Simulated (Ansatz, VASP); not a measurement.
**Two plane-wave programs on GaAs**

POSCAR

```
GaAs
1.0
    2.8050957933      2.8050957933      0.0000000000
   -2.8050957933      2.8050957933      0.0000000000
    0.0000000000      2.8050957933      2.8565983122
Ga As
1 1
Direct
    0.0000000000      0.0000000000      0.0000000000
    0.7500000000      0.2500000000      0.5000000000
```

The input INCAR.step1:

```
SYSTEM = GaAs
ALGO     = Normal         ! electronic algorithm
EDIFF    = 1E-4           ! SCF threshold, eV
ENCUT    = 520            ! plane-wave cutoff, eV
GGA      = PE             ! functional
ISMEAR   = 0              ! smearing method
LASPH    = .TRUE.         ! aspherical terms in the spheres
LCHARG   = .FALSE.        ! write CHGCAR
LREAL    = .FALSE.        ! projectors in reciprocal space
LWAVE    = .TRUE.         ! write WAVECAR
NBANDS   = 16             ! bands
NELM     = 100            ! most SCF steps
PREC     = Accurate       ! precision mode
SIGMA    = 0.01           ! smearing width, eV
```

File INCAR.step2:

```
SYSTEM = GaAs
ALGO     = Normal         ! electronic algorithm
EDIFF    = 1E-6           ! SCF threshold, eV
ENCUT    = 520            ! plane-wave cutoff, eV
ISIF     = 2              ! what is computed and relaxed
ISMEAR   = 0              ! smearing method
ISTART   = 1            
LASPH    = .TRUE.         ! aspherical terms in the spheres
LCHARG   = .FALSE.        ! write CHGCAR
LMIXTAU  = .TRUE.       
LREAL    = .FALSE.        ! projectors in reciprocal space
LWAVE    = .FALSE.        ! write WAVECAR
METAGGA  = R2SCAN         ! meta-GGA
NBANDS   = 16             ! bands
NELM     = 100            ! most SCF steps
PREC     = Accurate       ! precision mode
SIGMA    = 0.01           ! smearing width, eV
```

The input KPOINTS:

```
k-points
0
G
  8 8 8
  0 0 0
```

Input for Ansatz:

```yaml
crystal:
  lattice:
    - [2.80509579334, 2.80509579334, 0.0]
    - [-2.80509579334, 2.80509579334, 0.0]
    - [0.0, 2.80509579334, 2.85659831225]
  atoms:
    - { symbol: Ga, position: [0.0, 0.0, 0.0] }
    - { symbol: As, position: [0.75, 0.25, 0.5] }
kpoints:
  mp_grid: { grid: [8, 8, 8] }
scf:
  occupations: { method: fixed }
  convergence: { dr2_threshold: 1.0e-10 }
hamiltonian:
  xc: r2scan
  pseudopotentials: { kind: paw }
output:
  forces: true
  stress: true
  eigenstates:
    kpoints:
      - [0.0, 0.0, 0.0]
      - [0.5, 0.0, 0.0]
      - [0.0, 0.5, 0.5]
      - [0.0, -0.5, 0.0]
      - [0.5, 0.0, 0.5]
      - [0.424193978, -0.424193978, 0.0]
      - [0.424193978, 0.424193978, 0.424193978]
      - [0.0, 0.0, 0.424193978]
      - [-0.5, -0.5, -0.5]
      - [-0.5, 0.5, 0.0]
      - [0.0, 0.0, -0.5]
  eigenvalues: true
```

Change from the starting cell: film at in-plane strain -0.01.

Alike in both runs: task single point; functional r2SCAN; k mesh 8 × 8 × 8; no spin polarisation.

```csv
,VASP,Ansatz
version,VASP 6.6.1,Ansatz 0.2.0
potentials or method,"VASP PAW PBE potentials, release 64 (Ga_d, As)","PAW with Ansatz's default frozen-core files, scalar-relativistic"
plane-wave cutoff (eV),520,500
occupations,"gaussian, width 0.01 eV",fixed
valence electrons in the cell,18,28
```

Ansatz gave:

* gap on the k mesh at the Fermi level (eV): 1.02
* pressure (GPa): 0.9
* traceless stress, the component that is largest in VASP (GPa): -0.85

What did VASP give for the same quantities?

gap on the k mesh at the Fermi level (eV): 1.00; pressure (GPa): 1.0; traceless stress, the component that is largest in VASP (GPa): -0.84.

VASP's potentials were made for PBE, not for r2SCAN. VASP's potentials hold 18 valence electrons a cell and Ansatz's 28, so a difference there can come from the potentials and not from the codes.
